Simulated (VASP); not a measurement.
The system is Be.

```xyz
2
Lattice="0.0000 2.2207 2.2207 2.2207 0.0000 2.2207 2.2207 2.2207 0.0000" Properties=species:S:1:pos:R:3 pbc="T T T"
Be    0.5552    0.5552    0.5552
Be    3.8863    3.8863    3.8863
```

| Item | Value |
| --- | --- |
| Program | VASP 6.6.1 |
| Task | relaxation of cell and atoms |
| Functional | PBE |
| Potentials or basis | VASP PAW PBE potentials, release 64 (Be) |
| Cutoff | 600 eV |
| k mesh | 12 × 12 × 12 |
| Occupations | fermi-dirac, width 0.1 eV |
| Spin | no spin polarisation |

At the start: pressure 21.2 GPa; volume 10.95 Å³/atom.

Question: Where does the relaxation end?

Answer: Over 5 steps the energy falls by 199.7 meV/atom and the volume is 14.70 Å³/atom (+34.3 %); space group Fd-3m (No. 227, to 0.05 Å).

The path:
```csv
step,energy change (eV),largest force (eV/Å),pressure (GPa),volume (Å³)
1,0.0000,0.0000,21.19,21.90
2,-0.3639,0.0000,4.70,26.82
3,-0.3809,0.0000,-2.67,31.52
4,-0.3993,0.0000,-0.24,29.58
5,-0.3994,0.0000,0.01,29.41
```

Final structure:
```
Be
1.0
     0.00000    2.44988    2.44988
     2.44988    0.00000    2.44988
     2.44988    2.44988    0.00000
Be
2
Direct
  0.12500 0.12500 0.12500
  0.87500 0.87500 0.87500
```

Caveat: the volume moved by over 15 % at a fixed basis, so the end points are rough.
